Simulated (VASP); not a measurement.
Runs of VASP 6.6.1 on LiCl. The structure is that of space group Fm-3m (No. 225), or close to it. The cells are those of the table. 

| cell | gap on the mesh (eV) |
| --- | --- |
| a = 3.675 Å, angles 60.0°, 2 atoms | (b) |
| a = 3.698 Å, angles 60.0°, 2 atoms | 6.02 |
| a = 3.603 Å, angles 60.0°, 2 atoms | 6.46 |
| a = 3.627 Å, angles 60.0°, 2 atoms | 6.34 |
| a = 3.553 Å, angles 60.0°, 2 atoms | (a) |

Alike in all rows: task single point; level PBE; potentials or basis VASP PAW PBE potentials, release 64 (Li_sv, Cl); no spin polarisation; k mesh 6 × 6 × 6; cutoff (eV) 520; smearing gaussian 0.01 eV.

Problem. Fill in the values left out.

Solution. (a) 6.71; (b) 6.12.

A k mesh can miss the band edges.
